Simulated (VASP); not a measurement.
The system is Al16CN16 (a cell with a defect).

```
Al N C
1.0
     6.25951    0.00000    0.00000
    -3.12976    5.42090    0.00000
     0.00000    0.00000   10.03481
Al N C
16 16 1
Direct
  0.35438 0.16938 0.25079
  0.17482 0.32840 0.51367
  0.34494 0.16137 0.75228
  0.18964 0.33880 0.99330
  0.35189 0.66968 0.24898
  0.16983 0.83024 0.49762
  0.34361 0.66985 0.75265
  0.18137 0.83519 0.00249
  0.86490 0.17128 0.22368
  0.64109 0.32774 0.50662
  0.84577 0.16588 0.75130
  0.68153 0.33648 0.99794
  0.84650 0.66622 0.24779
  0.64401 0.79807 0.50785
  0.84811 0.66684 0.75015
  0.68056 0.83169 0.99670
  0.31663 0.16506 0.44084
  0.20427 0.34351 0.17722
  0.34854 0.16561 0.93800
  0.18383 0.33425 0.69947
  0.31417 0.64030 0.44049
  0.18273 0.83331 0.19155
  0.34767 0.67412 0.93824
  0.17849 0.83119 0.68749
  0.64068 0.06654 0.41853
  0.68876 0.33734 0.18462
  0.84796 0.16939 0.93974
  0.67995 0.33075 0.69080
  0.82695 0.65737 0.44057
  0.68360 0.82877 0.18296
  0.84913 0.66982 0.93712
  0.67762 0.83021 0.69191
  0.88345 0.16696 0.41456
```

Base run:

| Quantity | Value |
| --- | --- |
| Program | VASP 6.6.1 |
| Functional | r2SCAN |
| Potentials or basis | VASP PAW PBE potentials, release 64 (Al, N, C) |
| Cutoff | 580 eV |
| k mesh | 1 × 1 × 1, shifted |
| Occupations | fermi-dirac, width 0.01 eV |
| Spin | no spin polarisation |

Its results: band gap on the k mesh 1.36 eV; pressure 1.4 GPa; largest force 0.254 eV/Å.

Problem. The run is repeated on the same cell with these changes: functional from r2SCAN to PBE; cutoff from 580 eV to 520 eV; occupations from fermi-dirac, width 0.01 eV to gaussian, width 0.01 eV. What comes out?

Solution. Band gap on the k mesh 1.10 eV; pressure 5.9 GPa; largest force 0.152 eV/Å.

Caveats: the PAW data sets were made with another functional, which shifts forces and pressure a little (at least some runs).

A k mesh can miss the band edges.
